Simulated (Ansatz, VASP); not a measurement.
Given: the input of a run of Ansatz 0.2.0 on Fe.

input.yaml

```yaml
crystal:
  lattice:
    - [0.0, 1.8277755852, 1.8277755852]
    - [1.8277755852, 0.0, 1.8277755852]
    - [1.8277755852, 1.8277755852, 0.0]
  atoms:
    - { symbol: Fe, position: [0.0, 0.0, 0.0], spin: 3.0 }
kpoints:
  mp_grid: { grid: [12, 12, 12] }
scf:
  occupations: { method: fermi_dirac, width: 0.05 }
hamiltonian:
  xc: pbe
  pseudopotentials: { kind: all_electron, lapw: { basis_error: 0.0005 } }
magnetization:
  spin_polarized: true
output:
  forces: true
  stress: true
  eigenvalues: true
```

Potentials or basis: all-electron LAPW, scalar-relativistic.

Launch:

```sh
$ ansatz run input.yaml --threads 2 --pin off --max-ram 5120MiB --backend cpu --events-out ev --progress --plain --runs-dir out
```

Problem. Set up the same calculation for VASP 6.6.1. Potentials there: VASP PAW PBE potentials, release 64 (Fe).

Solution. As run (the cutoff follows the program's own potentials):

INCAR

```
SYSTEM = Fe
  PREC = Accurate
  ENCUT = 520
  EDIFF = 1E-7
  ISMEAR = -1
  SIGMA = 0.05
  LREAL = .FALSE.
  LASPH = .TRUE.
  NELM = 150
  ALGO = Fast
  ISIF = 2
  LWAVE = .FALSE.
  LCHARG = .FALSE.
  ISPIN = 2
  MAGMOM = 3
  LORBIT = 11
  LMAXMIX = 4
  GGA = PE
  NBANDS = 14
```

File KPOINTS:

```
Automatic mesh
0
G
  12 12 12
  0 0 0
```

The input POSCAR:

```
Fe
1.0
    0.0000000000      1.8277755852      1.8277755852
    1.8277755852      0.0000000000      1.8277755852
    1.8277755852      1.8277755852      0.0000000000
Fe
1
Direct
    0.0000000000      0.0000000000      0.0000000000
```

Potentials or basis: VASP PAW PBE potentials, release 64 (Fe).

Run with:

```console
$ cat potpaw_PBE.64/Fe/POTCAR > POTCAR
$ mpirun -np 1 vasp_std > vasp.out
```

Both were run:

|  | VASP | Ansatz | Ansatz less VASP |
| --- | --- | --- | --- |
| gap on the k mesh at the Fermi level (eV) | none | none | - |
| pressure (GPa) | -2.3 | -2.2 | +0.11 |
| net moment per atom (μB) | 2.61 | 2.61 | 0.000 |
| size of the moment on the site where the two differ most (μB) | 2.61 | 2.66 | +0.049 |

Site moments also hang on the region over which each program counts them. A gap of «none» marks a metal or a gap that the smearing closes. Ansatz ran all-electron here, and VASP with PAW potentials.
